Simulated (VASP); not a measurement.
A run of VASP 6.6.1:

The input INCAR:

```
SYSTEM = C
PREC = Accurate
ENCUT = 600
EDIFF = 1E-6
ISMEAR = 0
SIGMA = 0.1
LREAL = .False.
LASPH = .True.
NELM = 200
ALGO = Normal
ISIF = 2
LWAVE = .False.
LCHARG = .False.
ISPIN = 2
MAGMOM = 1 1 1 1 1 1
LORBIT = 11
GGA = PE
NBANDS = 25
GGA_COMPAT = .False.
```

The input KPOINTS:

```
Automatic mesh
0
Gamma
  8 8 4
  0 0 0
```

File POSCAR:

```
C
1.0
    1.5353330500     -1.8762272500      0.0000000000
    1.5353330500      1.8762272500      0.0000000000
    0.0000000000      0.0000000000      4.6349994900
C
6
Direct
    0.2078974700      0.7921025300      0.6677314300
    0.7921025300      0.2078974700      0.6677314300
    0.7921025300      0.2078974700      0.3322685700
    0.2078974700      0.7921025300      0.3322685700
    0.2921958800      0.7078041200      0.0000000000
    0.7078041200      0.2921958800      0.0000000000
```

Potentials or basis: VASP PAW PBE potentials, release 64 (C).

Launch:

```bash
$ cat potpaw_PBE.64/C/POTCAR > POTCAR
$ mpirun -np 1 vasp_std > vasp.out
```

Hardware: 1 thread of Intel(R) Xeon(R) Platinum 8259CL CPU @ 2.50GHz (Skylake/Cascade Lake) (shared host).

Question: How long does it take, and how much memory?

Answer: Wall time 72 s on 1 thread of Intel(R) Xeon(R) Platinum 8259CL CPU @ 2.50GHz (Skylake/Cascade Lake) (shared host), peak memory 0.19 GiB. Counts: scf iterations 14, k points 63.
